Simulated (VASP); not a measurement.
# Os (Fm-3m) in VASP: a series of runs, part 2 of 3

VASP 6.6.1.

## Step 3: Single point, PBEsol (volume scaled by 1.06)

INCAR

```
PREC = Accurate
ENCUT = 520
EDIFF = 1E-6
ISMEAR = -1
SIGMA = 0.05
LREAL = False
LASPH = True
NELM = 60
ALGO = Normal
ISIF = 2
LWAVE = False
LCHARG = False
GGA = PS
NBANDS = 10
```

KPOINTS

```
regular mesh
0
Gamma
  14 14 14
```

POSCAR

```
Os
1.0
    0.0000000000      1.9831469396      1.9831469396
    1.9831469396      0.0000000000      1.9831469396
    1.9831469396      1.9831469396      0.0000000000
Os
1
Direct
    0.0000000000      0.0000000000      0.0000000000
```

Potentials or basis: VASP PAW PBE potentials, release 64 (Os).

On the command line:

```console
> cat potpaw_PBE.64/Os/POTCAR > POTCAR
> mpirun -np 1 vasp_std > vasp.out
```

OUTCAR:

```text
PREC = Accurate
   ENCUT = 520
   EDIFF = 1E-6
   ISMEAR = -1
   LREAL = False
   LASPH = True
   NELM = 60
   ISIF = 2
   GGA = PS

 ion  position               nearest neighbor table
   1  0.000  0.000  0.000-

  LATTYP: Found a face centered cubic cell.
 ALAT       =     3.9662938792

  Lattice vectors:

 A1 = (   0.0000000000,   1.9831469396,   1.9831469396)
 A2 = (   1.9831469396,   0.0000000000,   1.9831469396)
 A3 = (   1.9831469396,   1.9831469396,   0.0000000000)

Analysis of symmetry for initial positions (statically):
=====================================================================
 Subroutine PRICEL returns:
 Original cell was already a primitive cell.

 Routine SETGRP: Setting up the symmetry group for a
 face centered cubic supercell.

 Subroutine GETGRP returns: Found 48 space group operations
 (whereof 48 operations were pure point group operations)
 out of a pool of 48 trial point group operations.

The static configuration has the point symmetry O_h .

Analysis of symmetry for dynamics (positions and initial velocities):
=====================================================================
 Subroutine PRICEL returns:
 Original cell was already a primitive cell.

 Routine SETGRP: Setting up the symmetry group for a
 face centered cubic supercell.

 Subroutine GETGRP returns: Found 48 space group operations
 (whereof 48 operations were pure point group operations)
 out of a pool of 48 trial point group operations.

The dynamic configuration has the point symmetry O_h .

 Subroutine INISYM returns: Found 48 space group operations
 (whereof 48 operations are pure point group operations),
 and found     1 'primitive' translations

----------------------------------------------------------------------------------------

                                     Primitive cell

  volume of cell :      15.5989

  direct lattice vectors                    reciprocal lattice vectors
     0.000000000  1.983146940  1.983146940    -0.252124535  0.252124535  0.252124535
     1.983146940  0.000000000  1.983146940     0.252124535 -0.252124535  0.252124535
     1.983146940  1.983146940  0.000000000     0.252124535  0.252124535 -0.252124535

  length of vectors
     2.804593298  2.804593298  2.804593298     0.436692504  0.436692504  0.436692504

  position of ions in fractional coordinates (direct lattice)
     0.000000000  0.000000000  0.000000000

  ion indices of the primitive-cell ions
   primitive index   ion index
                 1           1

----------------------------------------------------------------------------------------

 KPOINTS: regular mesh

Automatic generation of k-mesh.
 Grid dimensions read from file:
 generate k-points for:   14   14   14

 Generating k-lattice:

  Cartesian coordinates                     Fractional coordinates (reciprocal lattice)
    -0.018008895  0.018008895  0.018008895     0.071428571  0.000000000  0.000000000
     0.018008895 -0.018008895  0.018008895     0.000000000  0.071428571  0.000000000
     0.018008895  0.018008895 -0.018008895     0.000000000  0.000000000  0.071428571

  Length of vectors
     0.031192322  0.031192322  0.031192322

  Shift w.r.t. Gamma in fractional coordinates (k-lattice)
     0.000000000  0.000000000  0.000000000

 Subroutine IBZKPT returns following result:
 ===========================================

 Found    104 irreducible k-points:

 Following reciprocal coordinates:
            Coordinates               Weight
  0.000000  0.000000  0.000000      1.000000
  0.071429  0.000000  0.000000      8.000000
  0.142857  0.000000  0.000000      8.000000
  0.214286  0.000000  0.000000      8.000000
  0.285714  0.000000  0.000000      8.000000
  0.357143  0.000000  0.000000      8.000000
[... 16 lines left out ...]
  0.214286  0.142857  0.000000     24.000000
  0.285714  0.142857  0.000000     24.000000
 [... further k-points ...]
   k-points           NKPTS =    104   k-points in BZ     NKDIM =    104   number of bands    NBANDS=     10
   number of dos      NEDOS =    301   number of ions     NIONS =      1
   total plane-waves  NPLWV =  13824
   dimension x,y,z NGX =    24 NGY =   24 NGZ =   24
   dimension x,y,z NGXF=    48 NGYF=   48 NGZF=   48
   ions per type =               1
   NGX,Y,Z   is equivalent  to a cutoff of  14.23, 14.23, 14.23 a.u.
   NGXF,Y,Z  is equivalent  to a cutoff of  28.45, 28.45, 28.45 a.u.
 SYSTEM =  unknown system
   PREC   = accura    normal or accurate (medium, high low for compatibility)
   ISTART =      0    job   : 0-new  1-cont  2-samecut
   ICHARG =      2    charge: 1-file 2-atom 10-const
   ISPIN  =      1    spin polarized calculation?
   LNONCOLLINEAR =      F non collinear calculations
   LSORBIT =      F    spin-orbit coupling
   LASPH  =      T    aspherical Exc in radial PAW
   ENCUT  =  520.0 eV  38.22 Ry    6.18 a.u.   5.21  5.21  5.21*2*pi/ulx,y,z
   NELM   =     60;   NELMIN=  2; NELMDL= -5     # of ELM steps
   EDIFF  = 0.1E-05   stopping-criterion for ELM
   LREAL  =      F    real-space projection
   EDIFFG = 0.1E-04   stopping-criterion for IOM
   NSW    =      0    number of steps for IOM
   IBRION =     -1    ionic relax: 0-MD 1-quasi-New 2-CG
   NFREE  =      0    steps in history (QN), initial steepest desc. (CG)
   ISIF   =      2    stress and relaxation
   ISYM   =      2    0-nonsym 1-usesym 2-fastsym
   POTIM  = 0.5000    time-step for ionic-motion
   TEBEG  =    0.0;   TEEND  =   0.0 temperature during run
   PSTRESS=    0.0 pullay stress
   NELECT =       8.0000    total number of electrons
   NUPDOWN=      -1.0000    fix difference up-down
   EMIN   =  10.00;   EMAX   =-10.00  energy-range for DOS
   EFERMI =   0.00;   METHOD = LEGACY
   ISMEAR =    -1;   SIGMA  =   0.05  broadening in eV -4-tet -1-fermi 0-gaus
   EFERMI_NEDOS =   21; number of points for ismear=-14 and -15
   IALGO  =     38    algorithm
   IMIX   =      4    mixing-type and parameters
     AMIX     =   0.40;   BMIX     =  1.00
     AMIX_MAG =   1.60;   BMIX_MAG =  1.00
  volume/ion in A,a.u.               =      15.60       105.27
  Fermi-wavevector in a.u.,A,eV,Ry     =   1.310408  2.476312 23.363511  1.717170
  Thomas-Fermi vector in A             =   2.440941
   LORBIT       =      0    0 simple, 1 ext, 2 COOP (PROOUT), +10 PAW based schemes
   GGA     = PS    functional components
   LHFCALC =     F    Hartree Fock is set to
   AEXX    =    0.0000 exact exchange contribution
   IVDW    =     0    specifies the selected vdW correction
   LEPSILON=     F    determine dielectric tensor
   LRPA    =     F    only Hartree local field effects (RPA)
 non-spin polarized calculation
  energy-cutoff  :      520.00
  volume of cell :       15.60
 maximum number of plane-waves:       444
 NGX is ok and might be reduce to    24
   NGX = 11   NGY = 11   NGZ = 11

 number of electron       8.0000000 magnetization

 Free energy of the ion-electron system (eV)
  ---------------------------------------------------
  ext. energy  EPLUGINS =         0.00000000
  ---------------------------------------------------
  free energy    TOTEN  =       -11.88969086 eV

  energy without entropy =      -11.87863859  energy(sigma->0) =      -11.88416473

 E-fermi :   7.5823     XC(G=0): -13.5379

 val. band max:        7.5811951724   @ k =  -0.3571   0.3571   0.0000
 cond. band min:       7.5894020691   @ k =  -0.4286   0.3571   0.1429
 fundamental gap:      0.0082068967
 Fermi energy:         7.5822921405

 k-point     1 :       0.0000    0.0000    0.0000
  band No.  band energies     occupation
      1      -2.2881      2.00000
      2       5.0525      2.00000
      3       5.0525      2.00000
      4       5.0525      2.00000
      5       7.6360      0.50890
      6       7.6360      0.50890
      7      21.9268      0.00000
      8      27.0878      0.00000
      9      27.0878      0.00000
     10      27.0878      0.00000

 k-point     2 :       0.0714    0.0000    0.0000
  band No.  band energies     occupation
      1      -2.0762      2.00000
      2       4.9325      2.00000
      3       5.1455      2.00000
      4       5.1455      2.00000
      5       7.5747      1.07559
      6       7.5747      1.07559
      7      22.3042      0.00000
      8      25.9979      0.00000
      9      27.4480      0.00000
     10      27.4480      0.00000
[... 274 lines left out ...]
 k-point    24 :       0.2857    0.1429    0.0000
  band No.  band energies     occupation
      1       0.3323      2.00000
      2       3.7114      2.00000
      3       5.3727      2.00000
      4       6.1073      2.00000
      5       7.3575      1.97795
      6       8.5495      0.00000
      7      22.3638      0.00000
      8      25.3278      0.00000
      9      27.1450      0.00000
     10      28.1826      0.00000

 [... further k-points ...]
[... 5 lines left out ...]
  --------------------------------------------------------------------------------------
  -------------------------------------------------------------------------------------
  Total       -3.5598987     -3.5598987     -3.5598987     -0.0000000     -0.0000000      0.0000000
  in kB     -365.6398719   -365.6398719   -365.6398719     -0.0000000     -0.0000000      0.0000000
  external PRESSURE =    -365.6398719 kB  Pullay stress =       0.0000000 kB

 VOLUME and BASIS-vectors are now :
 -----------------------------------------------------------------------------
  energy-cutoff  :      520.00
  volume of cell :       15.60
      direct lattice vectors                 reciprocal lattice vectors
     0.000000000  1.983146940  1.983146940    -0.252124535  0.252124535  0.252124535
     1.983146940  0.000000000  1.983146940     0.252124535 -0.252124535  0.252124535
     1.983146940  1.983146940  0.000000000     0.252124535  0.252124535 -0.252124535

 POSITION                                       TOTAL-FORCE (eV/Angst)
 -----------------------------------------------------------------------------------
      0.00000      0.00000      0.00000         0.000000      0.000000      0.000000
 -----------------------------------------------------------------------------------
    total drift:                               -0.000000      0.000000      0.000000

  FREE ENERGIE OF THE ION-ELECTRON SYSTEM (eV)
  ---------------------------------------------------
  free  energy   TOTEN  =       -11.8896908635 eV

  energy  without entropy=      -11.8786385939  energy(sigma->0) =      -11.88416473
```

OSZICAR:

```text
N       E                     dE             d eps       ncg     rms          rms(c)
DAV:   1     0.328710211067E+02    0.32871E+02   -0.40300E+03  2128   0.725E+02
DAV:   2    -0.115557135478E+02   -0.44427E+02   -0.41086E+02  2130   0.191E+02
DAV:   3    -0.127358271900E+02   -0.11801E+01   -0.11658E+01  2510   0.291E+01
DAV:   4    -0.127393109533E+02   -0.34838E-02   -0.34798E-02  2284   0.166E+00
DAV:   5    -0.127393229622E+02   -0.12009E-04   -0.12009E-04  2320   0.934E-02    0.134E+01
DAV:   6    -0.120484518767E+02    0.69087E+00   -0.95568E-01  2458   0.763E+00    0.516E+00
DAV:   7    -0.118942503794E+02    0.15420E+00   -0.48327E-01  2536   0.514E+00    0.255E-01
DAV:   8    -0.118911346309E+02    0.31157E-02   -0.20493E-03  2162   0.360E-01    0.175E-01
DAV:   9    -0.118896922145E+02    0.14424E-02   -0.65131E-04  2268   0.266E-01    0.280E-02
DAV:  10    -0.118896936217E+02   -0.14072E-05   -0.73225E-06  2262   0.196E-02    0.960E-03
DAV:  11    -0.118896908997E+02    0.27220E-05   -0.72752E-07  1330   0.123E-02    0.125E-03
DAV:  12    -0.118896908635E+02    0.36220E-07   -0.18796E-08  1100   0.117E-03
   1 F= -.11889691E+02 E0= -.11884165E+02  d E =-.110523E-01
```

stdout:

```text
POSCAR found type information on POSCAR Os
 POSCAR found :  1 types and       1 ions
 scaLAPACK will be used
 -----------------------------------------------------------------------------
|                                                                             |
|                                                                             |
|     You enforced a specific xc type in the INCAR file but a different       |
|     I HOPE YOU KNOW WHAT YOU ARE DOING!                                     |
|                                                                             |
 -----------------------------------------------------------------------------

 LDA part: xc-table for (Slater+PW92), standard interpolation
 POSCAR, INCAR and KPOINTS ok, starting setup
 FFT: planning ... GRIDC
 FFT: planning ... GRID_SOFT
 FFT: planning ... GRID
 WAVECAR not read
 entering main loop
```

It took 6.3 s on 1 thread of Intel Xeon 6975P-C (Granite Rapids), shared host; peak memory 0.14 GiB.

What came out:

* Free energy: -11.8897 eV
* Pressure: -36.6 GPa
* Band gap on the k mesh: zero (band 4 reaches 9.75 eV, above the bottom of band 5 at 6.47 eV)

Caveat: the PAW data sets were made with another functional, which shifts forces and pressure a little; spin-orbit coupling is left out, which moves the levels of the heavy elements.

(Part 2 of 3 ends here.)
